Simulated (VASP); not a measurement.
Here is a VASP 6.6.1 calculation.

File POSCAR:

```
SrO
1.0
    0.0000000000      2.5798923266      2.5798923266
    2.5798923266      0.0000000000      2.5798923266
    2.5798923266      2.5798923266      0.0000000000
Sr O
1 1
Direct
    0.0000000000      0.0000000000      0.0000000000
    0.5000000000      0.5000000000      0.5000000000
```

INCAR.step1

```
SYSTEM = SrO
ALGO     = Normal         ! electronic algorithm
EDIFF    = 1E-5           ! SCF threshold, eV
ENCUT    = 520            ! plane-wave cutoff, eV
GGA      = PE             ! functional
ISIF     = 2              ! what is computed and relaxed
ISMEAR   = 0              ! smearing method
LASPH    = .True.         ! aspherical terms in the spheres
LCHARG   = .False.        ! write CHGCAR
LREAL    = .False.        ! projectors in reciprocal space
LWAVE    = .True.         ! write WAVECAR
NBANDS   = 15             ! bands
NELM     = 100            ! most SCF steps
PREC     = Accurate       ! precision mode
SIGMA    = 0.01           ! smearing width, eV
```

INCAR.step2

```
SYSTEM = SrO
AEXX     = 1.0            ! exact-exchange fraction
AGGAC    = 1.0          
ALDAC    = 1.0          
ALGO     = Normal         ! electronic algorithm
EDIFF    = 1E-7           ! SCF threshold, eV
ENCUT    = 520            ! plane-wave cutoff, eV
GGA      = PE             ! functional
HFSCREEN = 0.2078         ! screening, 1/A
ISIF     = 2              ! what is computed and relaxed
ISMEAR   = 0              ! smearing method
ISTART   = 1            
LASPH    = .True.         ! aspherical terms in the spheres
LCHARG   = .False.        ! write CHGCAR
LHFCALC  = .True.         ! exact exchange
LREAL    = .False.        ! projectors in reciprocal space
LWAVE    = .False.        ! write WAVECAR
NBANDS   = 15             ! bands
NELM     = 100            ! most SCF steps
PREC     = Accurate       ! precision mode
PRECFOCK = Normal       
SIGMA    = 0.01           ! smearing width, eV
```

Contents of KPOINTS:

```
k-points
0
Gamma
  4 4 4
  0 0 0
```

Potentials or basis: VASP PAW PBE potentials, release 64 (Sr_sv, O).

Run with:

```sh
$ cat potpaw_PBE.64/Sr_sv/POTCAR potpaw_PBE.64/O/POTCAR > POTCAR
$ cp INCAR.step1 INCAR
$ mpirun -np 1 vasp_std > vasp.out
$ cp INCAR.step2 INCAR
$ mpirun -np 1 vasp_std > vasp.out
```

Problem. Predict the pressure.

Solution. -6.0 GPa.

Problem. Estimate the band gap on the k mesh.

Solution. 9.67 eV (least direct gap 9.78 eV).

Caveat: the k points lie up to 0.53 Å⁻¹ apart; the PAW data sets were made with another functional, which shifts forces and pressure a little. A k mesh can miss the band edges.
